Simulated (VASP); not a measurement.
# VO2 in VASP: a series of runs

VO2 is run at these levels: PBE; tasks: single point.

Program: VASP 6.6.1. These are calculated values, not measurements. Logs are shortened: lines on timing, memory, paths and dates and some standing lists are left out, and cuts for length are marked.

## (1) The cell of the first run

The typed cell holds 6 atoms: a = 4.436 Å, b = 4.436 Å, c = 2.757 Å, α = 90.00°, β = 90.00°, γ = 90.00°.

## (2) Single point, PBE, collinear spin, ferromagnetic start (9.04 Å³/atom)

File INCAR:

```
SYSTEM = VO2
ALGO = Normal
EDIFF = 1E-6
ENCUT = 600
GGA = PE
GGA_COMPAT = .FALSE.
ISIF = 2
ISMEAR = 0
ISPIN = 2
KPAR = 4
LASPH = .TRUE.
LCHARG = .TRUE.
LMAXMIX = 4
LORBIT = 11
LREAL = .FALSE.
LVHAR = .TRUE.
LWAVE = .FALSE.
MAGMOM = 0.92 0.92 0 0 0 0
NBANDS = 38
NELM = 200
PREC = Accurate
SIGMA = 0.1
```

File KPOINTS:

```
k-points
0
G
  8 8 12
  0 0 0
```

File POSCAR:

```
VO2
1.0
    4.4363870147      0.0000000000      0.0000000000
    0.0000000000      4.4358846720      0.0000000000
    0.0000000000      0.0000000000      2.7573907857
V O
2 4
Direct
    0.0000000000      0.0000000000      0.5000000000
    0.5000000000      0.5000000000      0.0000000000
    0.2967283954      0.2966110616      0.5000000000
    0.7032716046      0.7033889384      0.5000000000
    0.2032716046      0.7966110616      0.0000000000
    0.7967283954      0.2033889384      0.0000000000
```

Potentials or basis: VASP PAW PBE potentials, release 64 (V_sv, O).

Started as:

```bash
$ cat potpaw_PBE.64/V_sv/POTCAR potpaw_PBE.64/O/POTCAR > POTCAR
$ mpirun -np 4 vasp_std > vasp.out
```

OUTCAR:

```text
SYSTEM = VO2
   EDIFF = 1E-6
   ENCUT = 600
   GGA = PE
   ISIF = 2
   ISMEAR = 0
   ISPIN = 2
   LASPH = .TRUE.
   LORBIT = 11
   LREAL = .FALSE.
   NELM = 200
   PREC = Accurate

 ion  position               nearest neighbor table
   1  0.000  0.000  0.500-   3 1.86   4 1.86   5 1.88   6 1.88   5 1.88   6 1.88
   2  0.500  0.500  0.000-   5 1.86   6 1.86   3 1.88   4 1.88   3 1.88   4 1.88
   3  0.297  0.297  0.500-   1 1.86   2 1.88   2 1.88
   4  0.703  0.703  0.500-   1 1.86   2 1.88   2 1.88
   5  0.203  0.797  0.000-   2 1.86   1 1.88   1 1.88
   6  0.797  0.203  0.000-   2 1.86   1 1.88   1 1.88

  LATTYP: Found a simple orthorhombic cell.
 ALAT       =     2.7573907857
 B/A-ratio  =     1.6087254280
 C/A-ratio  =     1.6089076085

  Lattice vectors:

 A1 = (   0.0000000000,   0.0000000000,  -2.7573907857)
 A2 = (   0.0000000000,   4.4358846720,   0.0000000000)
 A3 = (   4.4363870147,   0.0000000000,   0.0000000000)

Analysis of symmetry for initial positions (statically):
=====================================================================
 Subroutine PRICEL returns:
 Original cell was already a primitive cell.

 Routine SETGRP: Setting up the symmetry group for a
 simple orthorhombic supercell.

 Subroutine GETGRP returns: Found  8 space group operations
 (whereof  4 operations were pure point group operations)
 out of a pool of  8 trial point group operations.

The static configuration has the point symmetry C_2h.
 The point group associated with its full space group is D_2h.

Analysis of symmetry for dynamics (positions and initial velocities):
=====================================================================
 Subroutine PRICEL returns:
 Original cell was already a primitive cell.

 Routine SETGRP: Setting up the symmetry group for a
 simple orthorhombic supercell.

 Subroutine GETGRP returns: Found  8 space group operations
 (whereof  4 operations were pure point group operations)
 out of a pool of  8 trial point group operations.

The dynamic configuration has the point symmetry C_2h.
 The point group associated with its full space group is D_2h.

Analysis of structural, dynamic, and magnetic symmetry:
=====================================================================
 Subroutine PRICEL returns:
 Original cell was already a primitive cell.

 Routine SETGRP: Setting up the symmetry group for a
 simple orthorhombic supercell.

 Subroutine GETGRP returns: Found  8 space group operations
 (whereof  4 operations were pure point group operations)
 out of a pool of  8 trial point group operations.

The overall configuration has the point symmetry C_2h.
 The point group associated with its full space group is D_2h.

 Subroutine INISYM returns: Found  8 space group operations
 (whereof  4 operations are pure point group operations),
 and found     1 'primitive' translations

----------------------------------------------------------------------------------------

                                     Primitive cell

  volume of cell :      54.2635

  direct lattice vectors                    reciprocal lattice vectors
     4.436387015  0.000000000  0.000000000     0.225408648  0.000000000  0.000000000
     0.000000000  4.435884672  0.000000000     0.000000000  0.225434175  0.000000000
     0.000000000  0.000000000  2.757390786     0.000000000  0.000000000  0.362661689

  length of vectors
     4.436387015  4.435884672  2.757390786     0.225408648  0.225434175  0.362661689

  position of ions in fractional coordinates (direct lattice)
     0.000000000  0.000000000  0.500000000
     0.500000000  0.500000000  0.000000000
     0.296728395  0.296611062  0.500000000
     0.703271605  0.703388938  0.500000000
     0.203271605  0.796611062  0.000000000
     0.796728395  0.203388938  0.000000000

  ion indices of the primitive-cell ions
   primitive index   ion index
                 1           1
                 2           2
                 3           3
                 4           4
                 5           5
                 6           6

----------------------------------------------------------------------------------------

 KPOINTS: k-points

Automatic generation of k-mesh.
 Grid dimensions read from file:
 generate k-points for:    8    8   12

 Generating k-lattice:

  Cartesian coordinates                     Fractional coordinates (reciprocal lattice)
     0.028176081  0.000000000  0.000000000     0.125000000  0.000000000  0.000000000
     0.000000000  0.028179272  0.000000000     0.000000000  0.125000000  0.000000000
     0.000000000  0.000000000  0.030221807     0.000000000  0.000000000  0.083333333

  Length of vectors
     0.028176081  0.028179272  0.030221807

  Shift w.r.t. Gamma in fractional coordinates (k-lattice)
     0.000000000  0.000000000  0.000000000

 Subroutine IBZKPT returns following result:
 ===========================================

 Found    175 irreducible k-points:

 Following reciprocal coordinates:
            Coordinates               Weight
  0.000000  0.000000  0.000000      1.000000
  0.125000  0.000000  0.000000      2.000000
  0.250000  0.000000  0.000000      2.000000
  0.375000  0.000000  0.000000      2.000000
  0.500000  0.000000  0.000000      1.000000
  0.000000  0.125000  0.000000      2.000000
[... 16 lines left out ...]
  0.250000  0.500000  0.000000      2.000000
  0.375000  0.500000  0.000000      2.000000
 [... further k-points ...]
   k-points           NKPTS =    175   k-points in BZ     NKDIM =    175   number of bands    NBANDS=     38
   number of dos      NEDOS =    301   number of ions     NIONS =      6
   total plane-waves  NPLWV =  31104
   dimension x,y,z NGX =    36 NGY =   36 NGZ =   24
   dimension x,y,z NGXF=    72 NGYF=   72 NGZF=   48
   ions per type =               2   4
   NGX,Y,Z   is equivalent  to a cutoff of  13.49, 13.49, 14.47 a.u.
   NGXF,Y,Z  is equivalent  to a cutoff of  26.98, 26.98, 28.94 a.u.
 SYSTEM =  VO2
   PREC   = accura    normal or accurate (medium, high low for compatibility)
   ISTART =      0    job   : 0-new  1-cont  2-samecut
   ICHARG =      2    charge: 1-file 2-atom 10-const
   ISPIN  =      2    spin polarized calculation?
   LNONCOLLINEAR =      F non collinear calculations
   LSORBIT =      F    spin-orbit coupling
   LASPH  =      T    aspherical Exc in radial PAW
   ENCUT  =  600.0 eV  44.10 Ry    6.64 a.u.   8.86  8.86  5.51*2*pi/ulx,y,z
   NELM   =    200;   NELMIN=  2; NELMDL= -5     # of ELM steps
   EDIFF  = 0.1E-05   stopping-criterion for ELM
   LREAL  =      F    real-space projection
   EDIFFG = 0.1E-04   stopping-criterion for IOM
   NSW    =      0    number of steps for IOM
   IBRION =     -1    ionic relax: 0-MD 1-quasi-New 2-CG
   NFREE  =      0    steps in history (QN), initial steepest desc. (CG)
   ISIF   =      2    stress and relaxation
   ISYM   =      2    0-nonsym 1-usesym 2-fastsym
   POTIM  = 0.5000    time-step for ionic-motion
   TEBEG  =    0.0;   TEEND  =   0.0 temperature during run
   PSTRESS=    0.0 pullay stress
   NELECT =      50.0000    total number of electrons
   NUPDOWN=      -1.0000    fix difference up-down
   EMIN   =  10.00;   EMAX   =-10.00  energy-range for DOS
   EFERMI =   0.00;   METHOD = LEGACY
   ISMEAR =     0;   SIGMA  =   0.10  broadening in eV -4-tet -1-fermi 0-gaus
   EFERMI_NEDOS =   21; number of points for ismear=-14 and -15
   IALGO  =     38    algorithm
   IMIX   =      4    mixing-type and parameters
     AMIX     =   0.40;   BMIX     =  1.00
     AMIX_MAG =   1.60;   BMIX_MAG =  1.00
  volume/ion in A,a.u.               =       9.04        61.03
  Fermi-wavevector in a.u.,A,eV,Ry     =   1.593048  3.010424 34.528887  2.537802
  Thomas-Fermi vector in A             =   2.691338
   LORBIT       =     11    0 simple, 1 ext, 2 COOP (PROOUT), +10 PAW based schemes
   GGA     = PE    functional components
   LHFCALC =     F    Hartree Fock is set to
   AEXX    =    0.0000 exact exchange contribution
   IVDW    =     0    specifies the selected vdW correction
   LEPSILON=     F    determine dielectric tensor
   LRPA    =     F    only Hartree local field effects (RPA)
 spin polarized calculation
 Gauss-broadening in eV      SIGMA  =   0.10
  energy-cutoff  :      600.00
  volume of cell :       54.26
 maximum number of plane-waves:      1851
 NGX is ok and might be reduce to    36
   NGX = 17   NGY = 17   NGZ = 11

 number of electron      50.0000015 magnetization       1.9655969

 Free energy of the ion-electron system (eV)
  ---------------------------------------------------
  ext. energy  EPLUGINS =         0.00000000
  ---------------------------------------------------
  free energy    TOTEN  =       -51.52065250 eV

  energy without entropy =      -51.50748046  energy(sigma->0) =      -51.51406648

 E-fermi :   7.4920     XC(G=0): -12.2549

 val. band max:        7.4877317785   @ k =   0.1250   0.1250   0.0000
 cond. band min:       7.4979613352   @ k =   0.0000   0.2500   0.0000
 fundamental gap:      0.0102295567
 Fermi energy:         7.4919837718

 spin component 1

 k-point     1 :       0.0000    0.0000    0.0000
  band No.  band energies     occupation
      1     -58.5948      1.00000
      2     -58.5800      1.00000
      3     -32.5034      1.00000
      4     -32.5034      1.00000
      5     -32.3705      1.00000
      6     -32.3705      1.00000
[... 29 lines left out ...]
     36      18.2958      0.00000
     37      18.2976      0.00000

 k-point     2 :       0.1250    0.0000    0.0000
  band No.  band energies     occupation
      1     -58.5942      1.00000
      2     -58.5805      1.00000
      3     -32.4991      1.00000
      4     -32.4987      1.00000
      5     -32.3756      1.00000
      6     -32.3752      1.00000
[... 29 lines left out ...]
     36      18.3163      0.00000
     37      18.4203      0.00000
[... 838 lines left out ...]
     36      17.7358      0.00000
     37      20.2163      0.00000

 k-point    24 :       0.3750    0.5000    0.0000
  band No.  band energies     occupation
      1     -58.5873      1.00000
      2     -58.5873      1.00000
      3     -32.5088      1.00000
      4     -32.5088      1.00000
      5     -32.3685      1.00000
      6     -32.3685      1.00000
[... 29 lines left out ...]
     36      18.1482      0.00000
     37      20.2036      0.00000

 [... further k-points ...]

 spin component 2

 k-point     1 :       0.0000    0.0000    0.0000
  band No.  band energies     occupation
      1     -57.5521      1.00000
      2     -57.5364      1.00000
      3     -31.4880      1.00000
      4     -31.4879      1.00000
      5     -31.3345      1.00000
      6     -31.3345      1.00000
[... 29 lines left out ...]
     36      18.5662      0.00000
     37      18.5679      0.00000

 k-point     2 :       0.1250    0.0000    0.0000
  band No.  band energies     occupation
      1     -57.5515      1.00000
      2     -57.5369      1.00000
      3     -31.4834      1.00000
      4     -31.4830      1.00000
      5     -31.3399      1.00000
      6     -31.3395      1.00000
[... 29 lines left out ...]
     36      18.5722      0.00000
     37      18.6941      0.00000
[... 838 lines left out ...]
     36      17.8448      0.00000
     37      20.4909      0.00000

 k-point    24 :       0.3750    0.5000    0.0000
  band No.  band energies     occupation
      1     -57.5441      1.00000
      2     -57.5441      1.00000
      3     -31.4937      1.00000
      4     -31.4937      1.00000
      5     -31.3327      1.00000
      6     -31.3327      1.00000
[... 29 lines left out ...]
     36      18.2318      0.00000
     37      20.4800      0.00000

 [... further k-points ...]

 [bands above 37 left out]

------------------------ aborting loop because EDIFF is reached ----------------------------------------

  FORCE on cell =-STRESS in cart. coord.  units (eV):
  Direction    XX          YY          ZZ          XY          YZ          ZX
  --------------------------------------------------------------------------------------
  -------------------------------------------------------------------------------------
  Total        9.3095241      9.3085351      9.4290880     -0.0000000      0.0000000      0.0000000
  in kB      274.8717273    274.8425256    278.4019554     -0.0000000      0.0000000      0.0000000
  external PRESSURE =     276.0387361 kB  Pullay stress =       0.0000000 kB

 VOLUME and BASIS-vectors are now :
 -----------------------------------------------------------------------------
  energy-cutoff  :      600.00
  volume of cell :       54.26
      direct lattice vectors                 reciprocal lattice vectors
     4.436387015  0.000000000  0.000000000     0.225408648  0.000000000  0.000000000
     0.000000000  4.435884672  0.000000000     0.000000000  0.225434175  0.000000000
     0.000000000  0.000000000  2.757390786     0.000000000  0.000000000  0.362661689

 POSITION                                       TOTAL-FORCE (eV/Angst)
 -----------------------------------------------------------------------------------
      0.00000      0.00000      1.37870         0.000000      0.000000      0.000000
      2.21819      2.21794      0.00000         0.000000      0.000000      0.000000
      1.31640      1.31573      1.37870        -0.018497     -0.018886      0.000000
      3.11999      3.12015      1.37870         0.018497      0.018886     -0.000000
      0.90179      3.53367      0.00000         0.018497     -0.018886      0.000000
      3.53460      0.90221      0.00000        -0.018497      0.018886     -0.000000
 -----------------------------------------------------------------------------------
    total drift:                                0.000000      0.000000     -0.000000

  FREE ENERGIE OF THE ION-ELECTRON SYSTEM (eV)
  ---------------------------------------------------
  free  energy   TOTEN  =       -51.5206525047 eV

  energy  without entropy=      -51.5074804586  energy(sigma->0) =      -51.51406648

 total charge

# of ion       s       p       d       tot
------------------------------------------
    1        2.315   6.406   3.039  11.760
    2        2.315   6.406   3.039  11.760
    3        1.575   3.528   0.000   5.103
    4        1.575   3.528   0.000   5.103
    5        1.575   3.528   0.000   5.103
    6        1.575   3.528   0.000   5.103
--------------------------------------------------
tot         10.930  26.924   6.078  43.933

 magnetization (x)

# of ion       s       p       d       tot
------------------------------------------
    1        0.013   0.014   0.972   0.999
    2        0.013   0.014   0.972   0.999
    3       -0.002  -0.034   0.000  -0.036
    4       -0.002  -0.034   0.000  -0.036
    5       -0.002  -0.034   0.000  -0.036
    6       -0.002  -0.034   0.000  -0.036
--------------------------------------------------
tot          0.019  -0.109   1.944   1.853
```

It took 2.3 min on 4 MPI ranks of AMD EPYC 9R45 (Zen 5), shared host; peak memory 0.63 GiB.

Results:

```yaml
Free_energy: -51.5207 eV
Pressure: 27.6 GPa
Largest_force: 0.026 eV/Å
Band_gap_on_the_k_mesh: zero (filled and empty bands overlap)
Net_moment: 1.97 μB per cell
Site_moments: V +1.00; O -0.04 μB
Valence_electrons_inside_the_program's_atomic_spheres: V 11.76; O 5.10
```

Forces on the atoms (eV/Å):
```
V    0.000  0.000  0.000
V    0.000  0.000  0.000
O   -0.018 -0.019  0.000
O    0.018  0.019  0.000
O    0.018 -0.019  0.000
O   -0.018  0.019  0.000
```

Stress tensor (GPa, compression positive):
```
27.49  0.00  0.00
 0.00 27.48  0.00
 0.00  0.00 27.84
```

Caveat: the cell stands under pressure; semilocal functionals often make such compounds metallic where correlation or magnetic order opens a gap, which also shifts bond lengths.

## (3) Single point, PBE, collinear spin, ferromagnetic start (9.64 Å³/atom)

This run uses another cell than the first one, of 9.64 Å³/atom.

File INCAR:

```
SYSTEM = VO2
ALGO = Normal ; EDIFF = 1E-6
ENCUT = 600 ; GGA = PE
GGA_COMPAT = .FALSE. ; ISIF = 2
ISMEAR = 0 ; ISPIN = 2
KPAR = 4 ; LASPH = .TRUE.
LCHARG = .FALSE. ; LMAXMIX = 4
LORBIT = 11 ; LREAL = .FALSE.
LWAVE = .FALSE. ; MAGMOM = 0.92 0.92 0 0 0 0
NBANDS = 38 ; NELM = 200
PREC = Accurate ; SIGMA = 0.1
```

KPOINTS is that of step 2.

File POSCAR:

```
VO2
1.0
    4.5338388332      0.0000000000      0.0000000000
    0.0000000000      4.5334859106      0.0000000000
    0.0000000000      0.0000000000      2.8141029765
V O
2 4
Direct
    0.0000000000      0.0000000000      0.5000000000
    0.5000000000      0.5000000000      0.0000000000
    0.2987556242      0.2986889210      0.5000000000
    0.7012443758      0.7013110790      0.5000000000
    0.2012443758      0.7986889210      0.0000000000
    0.7987556242      0.2013110790      0.0000000000
```

Potentials or basis: VASP PAW PBE potentials, release 64 (V_sv, O).

Started as:

```bash
$ cat potpaw_PBE.64/V_sv/POTCAR potpaw_PBE.64/O/POTCAR > POTCAR
$ mpirun -np 4 vasp_std > vasp.out
```

It took 2.4 min on 4 MPI ranks of Intel Xeon Platinum 8488C (Sapphire Rapids), shared host; peak memory 0.67 GiB.

It converged, with:

```
Free energy                                           : -51.9211 eV
Pressure                                              : 8.1 GPa
Largest force                                         : 0.029 eV/Å
Band gap on the k mesh                                : zero (filled and empty bands overlap)
Net moment                                            : 2.00 μB per cell
Site moments                                          : V +1.04; O -0.05 μB
Valence electrons inside the program's atomic spheres : V 11.59; O 5.06
```

Forces in eV/Å, atoms in the order of the input:
```
V    0.000  0.000  0.000
V    0.000  0.000  0.000
O   -0.020 -0.020  0.000
O    0.020  0.020  0.000
O    0.020 -0.020  0.000
O   -0.020  0.020  0.000
```

Stress tensor (GPa, compression positive):
```
7.98 0.00 0.00
0.00 7.98 0.00
0.00 0.00 8.33
```

Levels at points of the mesh, in eV from the Fermi level:
Spin up:
```tsv
k point	band 24	band 25	band 26	band 27	band 28	band 29
(0.00, 0.00, 0.00)	-1.53	-1.07	-0.85	-0.34	-0.34	-0.28
(0.50, 0.00, 0.00)	-2.26	-0.35	-0.35	0.33	0.33	1.01
(0.00, 0.50, 0.00)	-2.26	-0.35	-0.35	0.33	0.33	1.01
(0.50, 0.50, 0.00)	-2.78	-1.05	-1.05	-0.31	-0.31	1.43
(0.00, 0.00, 0.50)	-3.20	0.44	0.44	0.61	0.61	1.05
(0.50, 0.00, 0.50)	-2.59	-0.87	-0.87	0.59	0.59	1.35
(0.00, 0.50, 0.50)	-2.59	-0.87	-0.87	0.59	0.59	1.35
(0.50, 0.50, 0.50)	-2.28	0.11	0.11	0.43	0.43	0.60
```
Spin down:
| k point | band 22 | band 23 | band 24 | band 25 | band 26 | band 27 |
| --- | --- | --- | --- | --- | --- | --- |
| (0.00, 0.00, 0.00) | -2.07 | -2.07 | -1.54 | 0.14 | 0.17 | 0.76 |
| (0.50, 0.00, 0.00) | -3.18 | -2.32 | -2.32 | 0.76 | 0.76 | 1.51 |
| (0.00, 0.50, 0.00) | -3.18 | -2.32 | -2.32 | 0.76 | 0.76 | 1.51 |
| (0.50, 0.50, 0.00) | -2.90 | -2.83 | -2.83 | 0.08 | 0.08 | 0.94 |
| (0.00, 0.00, 0.50) | -4.06 | -3.16 | -3.16 | 1.40 | 1.40 | 1.80 |
| (0.50, 0.00, 0.50) | -3.71 | -2.69 | -2.69 | 0.28 | 0.28 | 1.78 |
| (0.00, 0.50, 0.50) | -3.71 | -2.69 | -2.69 | 0.28 | 0.28 | 1.78 |
| (0.50, 0.50, 0.50) | -2.99 | -2.29 | -2.29 | 1.06 | 1.06 | 1.45 |

Caveat: the cell stands under pressure; semilocal functionals often make such compounds metallic where correlation or magnetic order opens a gap, which also shifts bond lengths.
